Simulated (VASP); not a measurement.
## Ga8N7 (a cell with a defect): relaxation of the atoms with PBE

The system is Ga8N7 (a cell with a defect).

```
Ga N
1.0
     0.00000    0.00000    5.24317
     3.21837    5.57438    0.00000
    -6.43674    0.00000    0.00000
Ga N
8 7
Cartesian
  -1.6092 0.9291 2.6812
  -4.8276 0.9230 2.6171
  -0.0052 3.7193 2.6171
  -3.2131 3.7193 2.6171
  -3.1740 1.8325 5.2088
  -0.0444 1.8325 5.2088
  -1.6092 4.6453 5.2418
  1.6092 4.6966 5.2088
  -4.8276 0.9266 4.5929
  -0.0021 3.7175 4.5929
  -3.2163 3.7175 4.5929
  -3.2081 1.8522 1.9778
  -0.0103 1.8522 1.9778
  -1.6092 4.6453 1.9695
  1.6092 4.6572 1.9778
```

This cell differs from its parent crystal: atoms taken out.

```json
{
 "Program": "VASP 6.6.1",
 "Task": "relaxation of the atoms",
 "Functional": "PBE",
 "Potentials or basis": "VASP PAW PBE potentials, release 64 (Ga_d, N)",
 "Cutoff": "520 eV",
 "k mesh": "4 × 4 × 4",
 "Occupations": "gaussian, width 0.01 eV",
 "Spin": "no spin polarisation",
 "Dipole correction": "no",
 "Charge": "1",
 "Further INCAR settings": "LREAL = Auto; ALGO = Normal; EDIFF = 1e-06; IBRION = 2; EDIFFG = -0.025; NSW = 65; NELECT = 138.0"
}
```

| Quantity | Value |
| --- | --- |
| Energy gained by relaxing | 12.8 meV/atom |
| Ionic steps | 11 |
| Largest force after relaxing | 0.019 eV/Å |

Forces on the atoms (eV/Å):
```
Ga   0.000  0.000  0.002
Ga   0.000 -0.007 -0.006
Ga  -0.006  0.004 -0.006
Ga   0.006  0.004 -0.006
Ga   0.001 -0.001  0.016
Ga  -0.001 -0.001  0.016
Ga   0.000  0.000  0.014
Ga   0.000  0.001  0.016
N    0.000 -0.017  0.001
N   -0.015  0.009  0.001
N    0.015  0.009  0.001
N   -0.002  0.001 -0.019
N    0.002  0.001 -0.019
N    0.000  0.000  0.009
N    0.000 -0.002 -0.019
```

The path:
```
step  energy change (eV)  largest force (eV/Å)  pressure (GPa)
   1              0.0000                1.1005          -11.27
   2             -0.1567                0.3733          -10.21
   3             -0.1633                0.3292           -9.97
   4             -0.1863                0.1148           -9.63
   5             -0.1869                0.1224           -9.54
   6             -0.1894                0.1261           -9.47
   7             -0.1895                0.1268           -9.45
   8             -0.1908                0.0988           -9.43
   9             -0.1921                0.0410           -9.35
  10             -0.1922                0.0500           -9.33
  11             -0.1926                0.0190           -9.30
```

Final structure:
```cif
data_structure
_symmetry_space_group_name_H-M 'P 1'
_symmetry_Int_Tables_number 1
_cell_length_a 5.2432
_cell_length_b 6.4367
_cell_length_c 6.4367
_cell_angle_alpha 120.000
_cell_angle_beta 90.000
_cell_angle_gamma 90.000
_cell_volume 188.13
loop_
_atom_site_label
_atom_site_type_symbol
_atom_site_fract_x
_atom_site_fract_y
_atom_site_fract_z
_atom_site_occupancy
Ga1 Ga 0.48797 0.16667 0.33333 1
Ga2 Ga 0.49881 0.16344 0.83172 1
Ga3 Ga 0.49881 0.66828 0.33656 1
Ga4 Ga 0.49881 0.66828 0.83172 1
Ga5 Ga 0.00077 0.33521 0.67041 1
Ga6 Ga 0.00077 0.33521 0.16479 1
Ga7 Ga 0.00192 0.83333 0.66667 1
Ga8 Ga 0.00077 0.82959 0.16479 1
N1 N 0.87532 0.16588 0.83294 1
N2 N 0.87532 0.66706 0.33412 1
N3 N 0.87532 0.66706 0.83294 1
N4 N 0.37793 0.33301 0.66602 1
N5 N 0.37793 0.33301 0.16699 1
N6 N 0.37580 0.83333 0.66667 1
N7 N 0.37793 0.83398 0.16699 1
```

Levels at points of the mesh, in eV from the Fermi level:
| k point | band 65 | band 66 | band 67 | band 68 | band 69 | band 70 | band 71 | band 72 | band 73 | band 74 |
| --- | --- | --- | --- | --- | --- | --- | --- | --- | --- | --- |
| (0.00, 0.00, 0.00) | -1.27 | -1.24 | -0.96 | -0.49 | -0.49 | 2.42 | 2.92 | 3.75 | 3.75 | 4.24 |
| (0.50, 0.00, 0.00) | -1.33 | -1.33 | -0.93 | -0.74 | -0.74 | 2.23 | 3.87 | 3.87 | 3.96 | 4.23 |
| (0.00, 0.50, 0.00) | -1.55 | -1.50 | -0.90 | -0.69 | -0.07 | 1.29 | 3.12 | 3.30 | 4.62 | 4.95 |
| (0.50, 0.50, 0.00) | -1.79 | -1.55 | -1.49 | -1.39 | -0.22 | 1.92 | 2.44 | 3.58 | 4.98 | 5.04 |

Run time: 10 min on 4 MPI ranks on AMD EPYC 7R13 Processor (Zen 3) (shared host), peak memory 0.36 GiB a rank.

Caveat: the cell carries a net charge on a neutralising background, which shifts energy and pressure; the cell differs from its parent crystal (atoms taken out); the cell is charged against a uniform background, so pressure and absolute levels hang on convention.
